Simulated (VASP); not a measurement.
Wanted: the native input for a VASP 6.6.1 run.

```
Task                   : single point
Functional             : RPBE
Potentials or basis    : VASP PAW PBE potentials, release 64 (Yb)
Cutoff                 : 520 eV
k mesh                 : 12 × 12 × 12
Occupations            : fermi-dirac, width 0.1 eV
Spin                   : no spin polarisation
Dipole correction      : no
Further INCAR settings : ALGO = Normal; EDIFF = 1e-06; NBANDS = 18
```

The structure of Yb lies in POSCAR:

```
Yb
1.0
   -2.0845200097      2.0845200097      2.0845200097
    2.0845200097     -2.0845200097      2.0845200097
    2.0845200097      2.0845200097     -2.0845200097
Yb
1
Direct
    0.0000000000      0.0000000000      0.0000000000
```

This cell differs from its parent crystal: volume scaled by 0.96.

One way to write it, as run:

INCAR

```
ALGO = Normal
EDIFF = 1E-6
ENCUT = 520
GGA = RP
ISIF = 2
ISMEAR = -1
LASPH = True
LCHARG = True
LELF = True
LREAL = False
LVHAR = True
LWAVE = False
NBANDS = 18
NELM = 100
PREC = Accurate
SIGMA = 0.1
```

KPOINTS

```
k-points
0
Gamma
  12 12 12
```

Potentials or basis: VASP PAW PBE potentials, release 64 (Yb).

Command:

```bash
$ cat potpaw_PBE.64/Yb/POTCAR > POTCAR
$ mpirun -np 1 vasp_std > vasp.out
```

It gave:

```json
{"Pressure": "0.2 GPa", "Band gap on the k mesh": "zero (band 12 reaches 2.05 eV, above the bottom of band 13 at 1.25 eV)"}
```

Caveat: the PAW data sets were made with another functional, which shifts forces and pressure a little; spin-orbit coupling is left out, which moves the levels of the heavy elements.

It took 2.6 min on 1 thread of AMD EPYC 7R43 64-Core Processor (Zen 3), on a shared host, peak memory 0.17 GiB.
